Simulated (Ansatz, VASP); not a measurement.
**PbO: VASP beside Ansatz**

INCAR

```
PREC = Accurate
ENCUT = 600
EDIFF = 1E-6
ISMEAR = 0
SIGMA = 0.1
LREAL = F
LASPH = T
NELM = 100
ALGO = Normal
ISIF = 3
LWAVE = F
LCHARG = F
GGA = PE
IBRION = 2
NSW = 90
EDIFFG = -0.04
```

The input KPOINTS:

```
Automatic mesh
0
Gamma
  6 6 4
```

Contents of POSCAR:

```
PbO
1.0
    3.3238556173      0.0000000000      0.0000000000
    0.0000000000      3.3238556173      0.0000000000
    0.0000000000      0.0000000000      4.3566250413
Pb O
1 1
Direct
    0.5000000000      0.5000000000      0.5000000000
    0.0000000000      0.0000000000      0.0000000000
```

Input for Ansatz:

```yaml
crystal:
  lattice:
    - [3.3238556173, 0.0, 0.0]
    - [0.0, 3.3238556173, 0.0]
    - [0.0, 0.0, 4.3566250413]
  atoms:
    - { symbol: Pb, position: [0.5, 0.5, 0.5] }
    - { symbol: O, position: [0.0, 0.0, 0.0] }
basis:
  ecutwfc: 420
kpoints:
  mp_grid: { grid: [6, 6, 4] }
hamiltonian:
  xc: pbe
scf:
  occupations: { method: gaussian, width: 0.1 }
  lower_state_search: "off"
output:
  forces: true
  stress: true
  eigenvalues: true
relax:
  adjacent_minimum: "off"
  f_tol: 0.04
  max_steps: 70
  cell: { stress_tol: 0.4 }
```

Alike in both runs: task relaxation of cell and atoms; functional PBE; k mesh 6 × 6 × 4; occupations gaussian, width 0.1 eV; no spin polarisation.

```csv
,VASP,Ansatz
version,VASP 6.6.1,Ansatz 0.2.0
potentials or method,"VASP PAW PBE potentials, release 64 (Pb_d, O), cutoff 600 eV","scalar-relativistic, plane waves, PAW"
valence electrons in the cell,20,20
```

|  | VASP | Ansatz | Ansatz less VASP |
| --- | --- | --- | --- |
| gap on the k mesh at the Fermi level, each at its own relaxed structure (eV) | 0.51 | 0.51 | -0.002 |
| relaxed volume (Å³/atom) | 16.56 | 16.59 | +0.033 |
| relaxed cell length with the largest relative difference (Å) | 3.210 | 3.213 | +0.0028 |

Neither program's run includes spin-orbit coupling. Noted on VASP's run: the volume moved by over 15 % at a fixed basis, so the end points are rough.
